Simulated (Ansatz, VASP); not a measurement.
One calculation of TiN, two programs

```
CELL_PARAMETERS angstrom
0.00000 2.11625 2.11625
2.11625 0.00000 2.11625
2.11625 2.11625 0.00000
ATOMIC_POSITIONS crystal
Ti 0.00000 0.00000 0.00000
N 0.50000 0.50000 0.50000
```

Alike in both runs: task relaxation of cell and atoms; functional r2SCAN; k mesh 18 × 18 × 18; occupations fermi-dirac, width 0.15 eV; no spin polarisation.

```csv
,VASP,Ansatz
version,VASP 6.6.1,Ansatz 0.2.0
potentials or method,"VASP PAW PBE potentials, release 64 (Ti_sv, N), cutoff 600 eV","scalar-relativistic, plane waves, PAW"
valence electrons in the cell,17,17
```

```tsv
	VASP	Ansatz	Ansatz less VASP
gap on the k mesh at the Fermi level, each at its own relaxed structure (eV)	none	none	-
relaxed volume (Å³/atom)	9.54	9.49	-0.052
relaxed length of the cell vector where the two differ most in proportion (Å)	3.000	2.994	-0.0055
```

VASP's potentials were made for PBE, not for r2SCAN. A gap of «none» marks a metal or a gap that the smearing closes.
